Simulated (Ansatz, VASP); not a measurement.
## One calculation of Si23BHO48, two programs

```
Si O B H
1.0
     9.83160    0.00000    0.00000
    -4.91580    8.51441    0.00000
     0.00000    0.00000   10.81820
Si O B H
23 48 1 1
Cartesian
  2.6306 0.0362 1.7953
  -1.3105 2.2847 3.6072
  1.1012 2.0096 0.0120
  2.6013 0.0338 7.2293
  8.4073 2.2577 9.0483
  1.1148 2.1113 5.4594
  0.1688 4.2870 1.8329
  -3.6730 6.4839 3.6199
  -1.2871 6.2802 10.8130
  6.0755 6.4990 9.0307
  -1.2124 6.2633 5.4269
  2.6611 8.5108 1.8152
  3.5891 2.3074 3.6383
  5.9677 1.9193 0.0731
  2.6371 8.4925 7.2077
  3.5722 2.2554 9.0752
  6.0653 1.9521 5.4065
  5.0829 4.2602 1.8253
  1.2322 6.5199 3.6451
  3.5785 6.2074 10.7829
  5.1242 4.2004 7.2696
  1.1379 6.4318 8.9324
  3.6821 6.2258 5.4396
  -0.3445 1.7917 4.8181
  1.0983 3.1203 1.1988
  -0.7845 3.7026 3.0153
  1.6175 0.6037 0.6489
  2.1137 2.5737 4.2547
  3.5409 1.2236 2.4255
  -0.3862 1.8053 10.2119
  1.0859 3.2809 6.5922
  -1.0511 3.7510 8.4944
  1.6447 0.7235 6.1162
  2.0703 2.5144 9.6247
  3.5839 1.1379 7.8964
  -2.6675 5.9252 4.7777
  -1.2911 7.4555 1.1210
  -3.1514 7.8937 3.0087
  -0.7813 4.8995 0.6702
  -0.2398 6.8271 4.2508
  1.1504 5.4260 2.4459
  -2.7971 6.0418 10.2581
  -1.3751 7.4059 6.5678
  -3.2653 7.8958 8.3792
  -0.5727 4.9108 6.0626
  -0.3401 6.6965 9.5582
  1.1279 5.3428 7.7354
  4.5650 1.7464 4.8189
  6.0090 3.0769 1.2132
  4.1536 3.7106 3.0441
  6.5120 0.5368 0.7133
  7.0213 2.4866 4.2017
  8.5246 1.1851 2.3968
  4.4618 1.7106 10.3264
  6.0586 3.0432 6.6215
  4.1816 3.6348 8.4666
  6.6070 0.5457 6.0070
  6.8980 2.3536 9.6375
  8.4645 1.1578 7.8497
  2.2045 5.9504 4.8215
  3.5716 7.3694 1.1076
  1.8261 7.9087 3.0689
  4.1224 4.8369 0.6445
  4.6870 6.7222 4.2636
  6.0744 5.4047 2.4076
  2.1086 5.9284 10.1500
  3.6350 7.3684 6.5928
  1.6880 7.8525 8.3608
  4.1973 4.8380 6.1037
  4.5616 6.6846 9.5723
  6.1530 5.3077 7.9003
  0.5012 4.5031 6.8440
  -2.0100 4.3603 8.0780
```

Alike in both runs: task single point; functional PBE; dispersion D3(BJ); k mesh 1 × 1 × 1; occupations gaussian, width 0.02 eV; no spin polarisation.

```csv
,VASP,Ansatz
version,VASP 6.6.1,Ansatz 0.2.0
potentials or method,"VASP PAW PBE potentials, release 64 (Si, O, B, H)","scalar-relativistic, plane waves, PAW"
plane-wave cutoff (eV),520,420
valence electrons in the cell,384,384
```

```tsv
	VASP	Ansatz	Ansatz less VASP
gap on the k mesh at the Fermi level (eV)	5.54	5.54	+0.001
least direct gap on the mesh (eV)	5.54	5.54	+0.001
```
